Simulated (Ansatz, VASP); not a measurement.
**P in VASP and in Ansatz**

INCAR

```
SYSTEM = P
PREC     = Accurate       ! precision mode
ENCUT    = 520            ! plane-wave cutoff, eV
EDIFF    = 1E-6           ! SCF threshold, eV
ISMEAR   = 0              ! smearing method
SIGMA    = 0.1            ! smearing width, eV
LREAL    = .False.        ! projectors in reciprocal space
LASPH    = .True.         ! aspherical terms in the spheres
NELM     = 60             ! most SCF steps
ALGO     = Normal         ! electronic algorithm
ISIF     = 2              ! what is computed and relaxed
LWAVE    = .False.        ! write WAVECAR
LCHARG   = .True.         ! write CHGCAR
GGA      = PS             ! functional
LELF     = .True.         ! ELF
LVHAR    = .True.       
NBANDS   = 18             ! bands
```

The input KPOINTS:

```
regular mesh
0
Gamma
  6 6 4
  0 0 0
```

POSCAR

```
P
1.0
    1.6550000000     -5.2500000000      0.0000000000
    1.6550000000      5.2500000000      0.0000000000
    0.0000000000      0.0000000000      4.3800000000
P
4
Direct
    0.0980000000      0.9020000000      0.9100000000
    0.5980000000      0.4020000000      0.5900000000
    0.9020000000      0.0980000000      0.0900000000
    0.4020000000      0.5980000000      0.4100000000
```

Input for Ansatz:

```yaml
crystal:
  lattice:
    - [1.655, -5.25, 0.0]
    - [1.655, 5.25, 0.0]
    - [0.0, 0.0, 4.38]
  atoms:
    - { symbol: P, position: [0.098, 0.902, 0.91] }
    - { symbol: P, position: [0.598, 0.402, 0.59] }
    - { symbol: P, position: [0.902, 0.098, 0.09] }
    - { symbol: P, position: [0.402, 0.598, 0.41] }
basis:
  ecutwfc: 420
kpoints:
  mp_grid: { grid: [6, 6, 4] }
hamiltonian:
  xc: pbesol
scf:
  occupations: { method: gaussian, width: 0.1 }
output:
  forces: true
  stress: true
  eigenvalues: true
```

Alike in both runs: task single point; functional PBEsol; k mesh 6 × 6 × 4; occupations gaussian, width 0.1 eV; no spin polarisation.

```csv
,VASP,Ansatz
version,VASP 6.6.1,Ansatz 0.2.0
potentials or method,"VASP PAW PBE potentials, release 64 (P), cutoff 520 eV","scalar-relativistic, plane waves, PAW"
valence electrons in the cell,20,20
```

VASP gave:

| Property | Result |
| --- | --- |
| gap on the k mesh at the Fermi level (eV) | 0.10 |
| least direct gap on the mesh (eV) | 0.10 |
| pressure (GPa) | 3.2 |
| traceless stress, the component that is largest in VASP (GPa) | -1.13 |
| rms of the force components (eV/Å) | 0.535 |

Q: Estimate Ansatz's values.

A: gap on the k mesh at the Fermi level (eV): 0.12; least direct gap on the mesh (eV): 0.12; pressure (GPa): 3.3; traceless stress, the component that is largest in VASP (GPa): -1.10; rms of the force components (eV/Å): 0.544.

VASP's potentials were made for PBE, not for PBEsol. Atom by atom the forces differ by 0.011 eV/Å (rms over components).
